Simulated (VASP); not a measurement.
Input of a VASP 6.6.1 run:

The input INCAR:

```
PREC = Accurate
ENCUT = 400
EDIFF = 1E-6
ISMEAR = 0
SIGMA = 0.1
LREAL = F
LASPH = T
NELM = 120
ALGO = Normal
ISIF = 2
LWAVE = F
LCHARG = F
LDIPOL = T
IDIPOL = 3
DIPOL = 0.5 0.5 0.500
GGA = PE
NBANDS = 34
GGA_COMPAT = F
NELMDL = -8
```

File KPOINTS:

```
regular mesh
0
Gamma
  12 5 1
```

POSCAR

```
Al
1.0
    2.8571513840      0.0000000000      0.0000000000
    0.0000000000      6.9985630087      0.0000000000
    0.0000000000      0.0000000000     25.7222512844
Al
14
Direct
    0.5000000000      0.6603987307      0.2932182004
    0.0000000000      0.3331616079      0.3247804366
    0.5000000000      0.0004160198      0.3514251583
    0.0000000000      0.6665549631      0.3891372493
    0.5000000000      0.3316120371      0.4203256981
    0.0000000000      0.0006055705      0.4507282147
    0.5000000000      0.6686491464      0.4841523645
    0.0000000000      0.3313508494      0.5158476363
    0.5000000000     -0.0006055712      0.5492717884
    0.0000000000      0.6683879679      0.5796743056
    0.5000000000      0.3334450385      0.6108627549
    0.0000000000     -0.0004160202      0.6485748385
    0.5000000000      0.6668383815      0.6752195590
    0.0000000000      0.3396012788      0.7067817954
```

Potentials or basis: VASP PAW PBE potentials, release 64 (Al).

Command:

```sh
$ cat potpaw_PBE.64/Al/POTCAR > POTCAR
$ mpirun -np 1 vasp_std > vasp.out
```

**Question.** Estimate the band gap on the k mesh.

**Answer.** Zero (bands 21 and 22 overlap by 2.15 eV).

**Question.** What does it give for the largest force?

**Answer.** 0.010 eV/Å.

Forces in eV/Å, atoms in the order of the input:
```
Al   0.000 -0.002  0.000
Al   0.000 -0.001  0.008
Al   0.000  0.005 -0.001
Al   0.000 -0.010  0.002
Al   0.000  0.007 -0.007
Al   0.000 -0.004  0.002
Al   0.000 -0.005 -0.006
Al   0.000  0.005  0.006
Al   0.000  0.004 -0.002
Al   0.000 -0.007  0.007
Al   0.000  0.010 -0.002
Al   0.000 -0.005  0.001
Al   0.000  0.001 -0.008
Al   0.000  0.002  0.000
```
